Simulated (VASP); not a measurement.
The system is TiCo.

```
Ti Co
1.0
     2.98611    0.00000    0.00000
     0.00000    2.98611    0.00000
     0.00000    0.00000    2.98611
Ti Co
1 1
Direct
  0.00000 0.00000 0.00000
  0.50000 0.50000 0.50000
```

| Property | Result |
| --- | --- |
| Program | VASP 6.6.1 |
| Task | relaxation of cell and atoms |
| Functional | PBEsol |
| Potentials or basis | VASP PAW PBE potentials, release 64 (Ti_sv, Co_sv) |
| Cutoff | 600 eV |
| k mesh | 6 × 6 × 6 |
| Occupations | gaussian, width 0.1 eV |
| Spin | collinear spin, ferromagnetic start |
| Starting moments | [0.0, 0.4] μB |

At the start: pressure -10.6 GPa; volume 13.31 Å³/atom.

Question: Where does the relaxation end?

Answer: Over 3 steps the energy falls by 2.7 meV/atom and the volume is 12.57 Å³/atom (-5.6 %); space group Pm-3m (No. 221, to 0.05 Å); moment 0.00 μB per cell.

The path:
```tsv
step	energy change (eV)	largest force (eV/Å)	pressure (GPa)	volume (Å³)
1	0.0000	0.0000	-10.57	26.63
2	0.0330	0.0000	16.77	23.38
3	-0.0054	0.0000	0.07	25.14
```

Final structure:
```
Ti Co
1.0
     2.92943    0.00000    0.00000
     0.00000    2.92943    0.00000
     0.00000    0.00000    2.92943
Ti Co
1 1
Direct
  0.00000 0.00000 0.00000
  0.50000 0.50000 0.50000
```

Caveat: the PAW data sets were made with another functional, which shifts forces and pressure a little.
